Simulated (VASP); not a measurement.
Wanted: the native input for a VASP 6.6.1 run.

```yaml
Task: single point
Functional: PBE
Potentials_or_basis: VASP PAW PBE potentials, release 64 (Al, N)
Cutoff: 520 eV
k_mesh: 9 × 6 × 1
Occupations: gaussian, width 0.05 eV
Spin: collinear spin
Starting_moments: "[0.0, 0.0, 0.0, 0.0, 0.0, 0.0, 0.0, 0.0, 3.0] μB"
Dipole_correction: yes
Further_INCAR_settings: ALGO = Normal; EDIFF = 1e-06; NBANDS = 32; NELMDL = -8
```

The structure of Al4N5 lies in POSCAR:

```
Al4N5
1.0
    3.1297683445      0.0000000000      0.0000000000
    0.0000000000      5.0173032419      0.0000000000
    0.0000000000      0.0000000000     19.0620320396
Al N
4 5
Direct
    0.0000000000      0.9982714950      0.2098412169
    0.5000000000      0.4982714950      0.2572383830
    0.5000000000      0.9915197257      0.3577010219
    0.0000000000      0.4624332462      0.3868097530
    0.0000000000      0.6167285050      0.2098412169
    0.5000000000      0.1167285050      0.2572383830
    0.5000000000      0.6143669392      0.3564124135
    0.0000000000      0.1112303975      0.3967065014
    0.3333333333      0.2778970642      0.4532196912
```

The input as run:

INCAR

```
ALGO     = Normal         # electronic algorithm
DIPOL    = 0.5 0.5 0.321
EDIFF    = 1E-6           # SCF threshold, eV
ENCUT    = 520            # plane-wave cutoff, eV
GGA      = PE             # functional
GGA_COMPAT= F            
IDIPOL   = 3            
ISIF     = 2              # what is computed and relaxed
ISMEAR   = 0              # smearing method
ISPIN    = 2              # spin polarisation
LASPH    = T              # aspherical terms in the spheres
LCHARG   = F              # write CHGCAR
LDIPOL   = T            
LORBIT   = 11             # projections on sites
LREAL    = F              # projectors in reciprocal space
LWAVE    = F              # write WAVECAR
MAGMOM   = 0 0 0 0 0 0 0 0 3 # initial moments
NBANDS   = 32             # bands
NELM     = 200            # most SCF steps
NELMDL   = -8           
PREC     = Accurate       # precision mode
SIGMA    = 0.05           # smearing width, eV
```

KPOINTS

```
k-points
0
Gamma
  9 6 1
```

Potentials or basis: VASP PAW PBE potentials, release 64 (Al, N).

Launch:

```bash
$ cat potpaw_PBE.64/Al/POTCAR potpaw_PBE.64/N/POTCAR > POTCAR
$ mpirun -np 1 vasp_std > vasp.out
```

It gave:

| Property | Result |
| --- | --- |
| Largest force | 3.205 eV/Å |
| Band gap on the k mesh | 0.56 eV (least direct gap 0.85 eV) |
| Net moment | 1.00 μB per cell |
| Site moments | Al +0.00, +0.01, -0.00 (each value once); N +0.01, +0.00, +0.04, +0.07, +0.55 μB |
| Valence electrons inside the program's atomic spheres | Al 0.75, 0.79, 0.87 (each value once); N 3.72, 3.80, 3.87, 3.81, 3.49 |

Caveat: semilocal functionals underestimate gaps, and a narrow one can read as zero.

Run time: 7.1 min on 1 thread of Intel(R) Xeon(R) 6975P-C (Granite Rapids) (shared host), peak memory 0.7 GiB.
